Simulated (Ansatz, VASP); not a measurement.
# TaN in VASP and in Ansatz

```
CELL_PARAMETERS angstrom
3.04800 0.00000 0.00000
-1.52400 2.63965 0.00000
0.00000 0.00000 4.81964
ATOMIC_POSITIONS crystal
Ta 0.00000 0.00000 0.00000
Ta 0.00000 0.00000 0.50000
N 0.33333 0.66667 0.25000
N 0.66667 0.33333 0.75000
```

Change from the starting cell: zz strain of -2 %, PAW files.

Alike in both runs: task electric field gradients; functional PBEsol; k mesh 9 × 9 × 5; occupations fermi-dirac, width 0.01 eV; no spin polarisation.

|  | VASP | Ansatz |
| --- | --- | --- |
| version | VASP 6.6.1 | Ansatz 0.2.0 |
| potentials or method | VASP PAW PBE potentials, release 64 (Ta_pv, N) | PAW with Ansatz's default frozen-core files, scalar-relativistic |
| plane-wave cutoff (eV) | 520 | 420 |
| valence electrons in the cell | 32 | 36 |

VASP gave:

| Quantity | Value |
| --- | --- |
| pressure (GPa) | 64.0 |
| traceless stress, the component that is largest in VASP (GPa) | 63.29 |
| size of Vzz on the site where it differs most (V/Å²) | 167.9 |

Estimate Ansatz's values.

pressure (GPa): 62.1; traceless stress, the component that is largest in VASP (GPa): 62.53; size of Vzz on the site where it differs most (V/Å²): 191.7.

VASP's potentials were made for PBE, not for PBEsol. Both programs put the cell under a high pressure, so it lies far from rest at this level. VASP's potentials hold 32 valence electrons a cell and Ansatz's 36, so a difference there can come from the potentials and not from the codes.

Spin-orbit coupling is off throughout. Noted on VASP's run: the cell as given lies far from equilibrium.
